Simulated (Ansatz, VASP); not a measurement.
## Zn2Se in VASP and in Ansatz

The input INCAR:

```
SYSTEM = Zn2Se
PREC = Accurate
ENCUT = 600
EDIFF = 1E-6
ISMEAR = 0
SIGMA = 0.1
LREAL = .FALSE.
LASPH = .TRUE.
NELM = 60
ALGO = Normal
ISIF = 3
LWAVE = .FALSE.
LCHARG = .FALSE.
GGA = PE
IBRION = 2
NSW = 100
EDIFFG = -0.01
```

File KPOINTS:

```
regular mesh
0
G
  12 12 12
  0 0 0
```

Contents of POSCAR:

```
Zn2Se
1.0
    4.1898284284      0.0000000000      0.0000000000
   -2.0949142142      3.6284978565      0.0000000000
    0.0000000000      0.0000000000      3.8645489433
Zn Se
2 1
Direct
    0.3333333333      0.6666666667      0.5000000000
    0.6666666667      0.3333333333      0.5000000000
    0.0000000000      0.0000000000      0.0000000000
```

Input for Ansatz:

```yaml
crystal:
  lattice:
    - [4.1898284284, 0.0, 0.0]
    - [-2.0949142142, 3.6284978565, 0.0]
    - [0.0, 0.0, 3.8645489433]
  atoms:
    - { symbol: Zn, position: [0.3333333333, 0.6666666667, 0.5] }
    - { symbol: Zn, position: [0.6666666667, 0.3333333333, 0.5] }
    - { symbol: Se, position: [0.0, 0.0, 0.0] }
basis:
  ecutwfc: 420
kpoints:
  mp_grid: { grid: [12, 12, 12] }
hamiltonian:
  xc: pbe
scf:
  occupations: { method: gaussian, width: 0.1 }
output:
  forces: true
  stress: true
  eigenvalues: true
  write_density: true
  write_potential: true
  elf: true
  volumetric_format: npy
relax:
  adjacent_minimum: "off"
  f_tol: 0.01
  max_steps: 80
  cell: { stress_tol: 0.05 }
```

Alike in both runs: task relaxation of cell and atoms; functional PBE; k mesh 12 × 12 × 12; occupations gaussian, width 0.1 eV; no spin polarisation.

|  | VASP | Ansatz |
| --- | --- | --- |
| version | VASP 6.6.1 | Ansatz 0.2.0 |
| potentials or method | VASP PAW PBE potentials, release 64 (Zn, Se), cutoff 600 eV | scalar-relativistic, plane waves, PAW |
| valence electrons in the cell | 30 | 40 |

```csv
,VASP,Ansatz,Ansatz less VASP
"gap on the k mesh at the Fermi level, each at its own relaxed structure (eV)",none,none,-
relaxed volume (Å³/atom),19.58,19.54,-0.040
relaxed length of the cell vector where the two differ most in proportion (Å),4.257,4.252,-0.0051
```

A gap of «none» marks a metal or a gap that the smearing closes. VASP's potentials hold 30 valence electrons a cell and Ansatz's 40, so a difference there can come from the potentials and not from the codes.
